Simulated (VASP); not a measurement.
# SrTeSe (P4/nmm) in VASP: single point with PBEsol

Aim: the single point of SrTeSe with PBEsol.

Program: VASP 6.6.1. These are calculated values, not measurements. Logs are shortened: lines on timing, memory, paths and dates and some standing lists are left out, and cuts for length are marked.

## (1) The cell of the first run

The structure is tetragonal, space group P4/nmm (No. 129). The conventional cell has a = 4.477 Å, b = 4.477 Å, c = 7.550 Å, α = 90.00°, β = 90.00°, γ = 90.00°. Sr (site symmetry 4mm) has 4 Te at 2.71 Å and 5 Se at 3.33 to 3.38 Å within 3.6 Å. Te (site symmetry -4m2) has 4 Sr at 2.71 Å and 4 Te at 3.17 Å and 4 Se at 3.50 Å within 3.6 Å. Se (site symmetry 4mm) has 6 Sr at 3.33 to 4.22 Å and 4 Te at 3.50 Å and 8 Se at 3.83 to 4.48 Å within 4.5 Å.

## (2) Single point, PBEsol

The input, INCAR:

```
SYSTEM = SrTeSe
  PREC = Accurate
  ENCUT = 520
  EDIFF = 1E-6
  ISMEAR = 1
  SIGMA = 0.0506
  LREAL = .FALSE.
  LASPH = .TRUE.
  NELM = 100
  ALGO = Normal
  ISIF = 2
  LWAVE = .FALSE.
  LCHARG = .FALSE.
  GGA = PS
  NBANDS = 31
```

The input, KPOINTS:

```
regular mesh
0
G
  6 6 4
  0 0 0
```

The input, POSCAR:

```
SrTeSe
1.0
    4.4772240000      0.0000000000      0.0000000000
    0.0000000000      4.4772240000      0.0000000000
    0.0000000000      0.0000000000      7.5503720000
Sr Te Se
2 2 2
Direct
    0.2500000000      0.2500000000      0.2015000000
    0.7500000000      0.7500000000      0.7985000000
    0.7500000000      0.2500000000      0.0000000000
    0.2500000000      0.7500000000      0.0000000000
    0.2500000000      0.2500000000      0.6429000000
    0.7500000000      0.7500000000      0.3571000000
```

Potentials or basis: VASP PAW PBE potentials, release 64 (Sr_sv, Te, Se).

Launch:

```console
$ cat potpaw_PBE.64/Sr_sv/POTCAR potpaw_PBE.64/Te/POTCAR potpaw_PBE.64/Se/POTCAR > POTCAR
$ mpirun -np 1 vasp_std > vasp.out
```

OUTCAR:

```text
SYSTEM = SrTeSe
   PREC = Accurate
   ENCUT = 520
   EDIFF = 1E-6
   ISMEAR = 1
   LREAL = .FALSE.
   LASPH = .TRUE.
   NELM = 100
   ISIF = 2
   GGA = PS

 ion  position               nearest neighbor table
   1  0.250  0.250  0.202-   3 2.71   4 2.71   4 2.71   3 2.71   5 3.33   6 3.38   6 3.38   6 3.38
                             6 3.38   2 4.39   2 4.39   2 4.39   2 4.39
   2  0.750  0.750  0.798-   3 2.71   4 2.71   3 2.71   4 2.71   6 3.33   5 3.38   5 3.38   5 3.38
                             5 3.38   1 4.39   1 4.39   1 4.39   1 4.39
   3  0.750  0.250  0.000-   1 2.71   2 2.71   2 2.71   1 2.71   4 3.17   4 3.17   4 3.17   4 3.17

   4  0.250  0.750  0.000-   1 2.71   2 2.71   1 2.71   2 2.71   3 3.17   3 3.17   3 3.17   3 3.17

   5  0.250  0.250  0.643-   1 3.33   2 3.38   2 3.38   2 3.38   2 3.38
   6  0.750  0.750  0.357-   2 3.33   1 3.38   1 3.38   1 3.38   1 3.38

  LATTYP: Found a simple tetragonal cell.
 ALAT       =     4.4772240000
 C/A-ratio  =     1.6863958560

  Lattice vectors:

 A1 = (   4.4772240000,   0.0000000000,   0.0000000000)
 A2 = (   0.0000000000,   4.4772240000,   0.0000000000)
 A3 = (   0.0000000000,   0.0000000000,   7.5503720000)

Analysis of symmetry for initial positions (statically):
=====================================================================
 Subroutine PRICEL returns:
 Original cell was already a primitive cell.

 Routine SETGRP: Setting up the symmetry group for a
 simple tetragonal supercell.

 Subroutine GETGRP returns: Found 16 space group operations
 (whereof  4 operations were pure point group operations)
 out of a pool of 16 trial point group operations.

The static configuration has the point symmetry C_2h.
 The point group associated with its full space group is D_4h.

Analysis of symmetry for dynamics (positions and initial velocities):
=====================================================================
 Subroutine PRICEL returns:
 Original cell was already a primitive cell.

 Routine SETGRP: Setting up the symmetry group for a
 simple tetragonal supercell.

 Subroutine GETGRP returns: Found 16 space group operations
 (whereof  4 operations were pure point group operations)
 out of a pool of 16 trial point group operations.

The dynamic configuration has the point symmetry C_2h.
 The point group associated with its full space group is D_4h.

 Subroutine INISYM returns: Found 16 space group operations
 (whereof  4 operations are pure point group operations),
 and found     1 'primitive' translations

[... 105 lines left out ...]
   NSW    =      0    number of steps for IOM
   IBRION =     -1    ionic relax: 0-MD 1-quasi-New 2-CG
   NFREE  =      0    steps in history (QN), initial steepest desc. (CG)
   ISIF   =      2    stress and relaxation
   ISYM   =      2    0-nonsym 1-usesym 2-fastsym
   POTIM  = 0.5000    time-step for ionic-motion
   TEBEG  =    0.0;   TEEND  =   0.0 temperature during run
   PSTRESS=    0.0 pullay stress
   NELECT =      44.0000    total number of electrons
   NUPDOWN=      -1.0000    fix difference up-down
   EMIN   =  10.00;   EMAX   =-10.00  energy-range for DOS
   EFERMI =   0.00;   METHOD = LEGACY
   ISMEAR =     1;   SIGMA  =   0.05  broadening in eV -4-tet -1-fermi 0-gaus
   EFERMI_NEDOS =   21; number of points for ismear=-14 and -15
   IALGO  =     38    algorithm
   IMIX   =      4    mixing-type and parameters
     AMIX     =   0.40;   BMIX     =  1.00
     AMIX_MAG =   1.60;   BMIX_MAG =  1.00
  volume/ion in A,a.u.               =      25.23       170.23
  Fermi-wavevector in a.u.,A,eV,Ry     =   1.084502  2.049412 16.002421  1.176145
  Thomas-Fermi vector in A             =   2.220594
   LORBIT       =      0    0 simple, 1 ext, 2 COOP (PROOUT), +10 PAW based schemes
   GGA     = PS    functional components
   LHFCALC =     F    Hartree Fock is set to
   AEXX    =    0.0000 exact exchange contribution
   IVDW    =     0    specifies the selected vdW correction
   LEPSILON=     F    determine dielectric tensor
   LRPA    =     F    only Hartree local field effects (RPA)
 non-spin polarized calculation
 Methfessel and Paxton  Order N= 1 SIGMA  =   0.05
  energy-cutoff  :      520.00
  volume of cell :      151.35
 maximum number of plane-waves:      4096
 NGX is ok and might be reduce to    36
   NGX = 17   NGY = 17   NGZ = 29

 number of electron      43.9999999 magnetization

 Free energy of the ion-electron system (eV)
  ---------------------------------------------------
  ext. energy  EPLUGINS =         0.00000000
  ---------------------------------------------------
  free energy    TOTEN  =       -17.57438781 eV

  energy without entropy =      -17.57424982  energy(sigma->0) =      -17.57434182

 E-fermi :   4.9213     XC(G=0): -10.0104

 val. band max:        4.9166330379   @ k =   0.3333   0.0000   0.2500
 cond. band min:       4.9454447936   @ k =   0.1667   0.0000   0.2500
 fundamental gap:      0.0288117557
 Fermi energy:         4.9212527617

 k-point     1 :       0.0000    0.0000    0.0000
  band No.  band energies     occupation
      1     -29.3758      2.00000
      2     -29.3409      2.00000
      3     -12.4374      2.00000
      4     -11.8344      2.00000
      5     -11.8344      2.00000
      6     -11.6645      2.00000
[... 805 lines left out ...]
     30       9.3971      0.00000
     31      10.9920      0.00000

 [... further k-points ...]

------------------------ aborting loop because EDIFF is reached ----------------------------------------

  FORCE on cell =-STRESS in cart. coord.  units (eV):
  Direction    XX          YY          ZZ          XY          YZ          ZX
  --------------------------------------------------------------------------------------
  -------------------------------------------------------------------------------------
  Total       20.3771720     20.3771720     20.7689722      0.0000000      0.0000000      0.0000000
  in kB      215.7091156    215.7091156    219.8566425      0.0000000      0.0000000      0.0000000
  external PRESSURE =     217.0916246 kB  Pullay stress =       0.0000000 kB

 VOLUME and BASIS-vectors are now :
 -----------------------------------------------------------------------------
  energy-cutoff  :      520.00
  volume of cell :      151.35
      direct lattice vectors                 reciprocal lattice vectors
     4.477224000  0.000000000  0.000000000     0.223352685  0.000000000  0.000000000
     0.000000000  4.477224000  0.000000000     0.000000000  0.223352685  0.000000000
     0.000000000  0.000000000  7.550372000     0.000000000  0.000000000  0.132443805

 POSITION                                       TOTAL-FORCE (eV/Angst)
 -----------------------------------------------------------------------------------
      1.11931      1.11931      1.52140        -0.000000      0.000000      8.181625
      3.35792      3.35792      6.02897        -0.000000      0.000000     -8.181625
      3.35792      1.11931      0.00000        -0.000000     -0.000000     -0.000000
      1.11931      3.35792      0.00000         0.000000     -0.000000     -0.000000
      1.11931      1.11931      4.85413        -0.000000      0.000000     -0.020577
      3.35792      3.35792      2.69624         0.000000      0.000000      0.020577
 -----------------------------------------------------------------------------------
    total drift:                                0.000000      0.000000      0.000000

  FREE ENERGIE OF THE ION-ELECTRON SYSTEM (eV)
  ---------------------------------------------------
  free  energy   TOTEN  =       -17.5743878147 eV

  energy  without entropy=      -17.5742498206  energy(sigma->0) =      -17.57434182
```

OSZICAR:

```text
N       E                     dE             d eps       ncg     rms          rms(c)
DAV:   1     0.265031153967E+03    0.26503E+03   -0.19911E+04  1860   0.126E+03
DAV:   2     0.311603566582E+01   -0.26192E+03   -0.25548E+03  2365   0.263E+02
DAV:   3    -0.166632085464E+02   -0.19779E+02   -0.19497E+02  2826   0.616E+01
DAV:   4    -0.177164062787E+02   -0.10532E+01   -0.10490E+01  2791   0.124E+01
DAV:   5    -0.177452025903E+02   -0.28796E-01   -0.28788E-01  2566   0.179E+00    0.555E+01
DAV:   6    -0.176160933039E+02    0.12911E+00   -0.18882E-01  2348   0.209E+00    0.314E+01
DAV:   7    -0.175761902142E+02    0.39903E-01   -0.15414E-01  2304   0.223E+00    0.191E+00
DAV:   8    -0.175741178261E+02    0.20724E-02   -0.24267E-02  2918   0.584E-01    0.717E-01
DAV:   9    -0.175742987834E+02   -0.18096E-03   -0.36172E-03  2532   0.299E-01    0.165E-01
DAV:  10    -0.175743564428E+02   -0.57659E-04   -0.48364E-04  2852   0.880E-02    0.626E-02
DAV:  11    -0.175743806255E+02   -0.24183E-04   -0.63807E-05  2291   0.394E-02    0.330E-02
DAV:  12    -0.175743871861E+02   -0.65606E-05   -0.78376E-06  2276   0.160E-02    0.729E-03
DAV:  13    -0.175743878147E+02   -0.62866E-06   -0.92410E-07  1525   0.495E-03
   1 F= -.17574388E+02 E0= -.17574342E+02  d E =-.137994E-03
```

stdout:

```text
POSCAR found type information on POSCAR SrTeSe
 POSCAR found :  3 types and       6 ions
 scaLAPACK will be used
 -----------------------------------------------------------------------------
|                                                                             |
|                                                                             |
|     You enforced a specific xc type in the INCAR file but a different       |
|     I HOPE YOU KNOW WHAT YOU ARE DOING!                                     |
|                                                                             |
 -----------------------------------------------------------------------------

 LDA part: xc-table for (Slater+PW92), standard interpolation
 POSCAR, INCAR and KPOINTS ok, starting setup
 FFT: planning ... GRIDC
 FFT: planning ... GRID_SOFT
 FFT: planning ... GRID
 WAVECAR not read
 entering main loop
```

Wall time 66 s (1 thread of Intel Xeon 6975P-C (Granite Rapids), shared host); peak memory 0.33 GiB.

Results:

- Free energy: -17.5744 eV
- Pressure: 21.7 GPa
- Largest force: 8.182 eV/Å
- Band gap on the k mesh: zero (bands 22 and 23 overlap by 1.01 eV)

Forces on the atoms (eV/Å):
```
Sr   0.000  0.000  8.182
Sr   0.000  0.000 -8.182
Te   0.000  0.000  0.000
Te   0.000  0.000  0.000
Se   0.000  0.000 -0.021
Se   0.000  0.000  0.021
```

Levels at points of the mesh, in eV from the Fermi level:
```tsv
k point	band 20	band 21	band 22	band 23	band 24	band 25
(0.00, 0.00, 0.00)	-0.78	-0.78	0.63	1.07	1.07	2.47
(0.50, 0.00, 0.00)	-0.81	-0.79	-0.79	-0.38	-0.38	3.70
(0.50, 0.50, 0.00)	-1.26	0.15	0.15	1.03	1.03	3.92
(0.00, 0.00, 0.50)	-0.65	-0.23	-0.23	0.93	0.93	2.55
(0.50, 0.00, 0.50)	-1.08	-0.62	-0.62	0.46	0.46	3.86
(0.50, 0.50, 0.50)	-0.95	-0.76	-0.76	1.03	1.03	3.78
```

Caveat: the cell stands under pressure; the PAW data sets were made with another functional, which shifts forces and pressure a little; spin-orbit coupling is left out, which moves the levels of the heavy elements.

The gap in the log of VASP goes by the Fermi energy; the results here count the filled bands.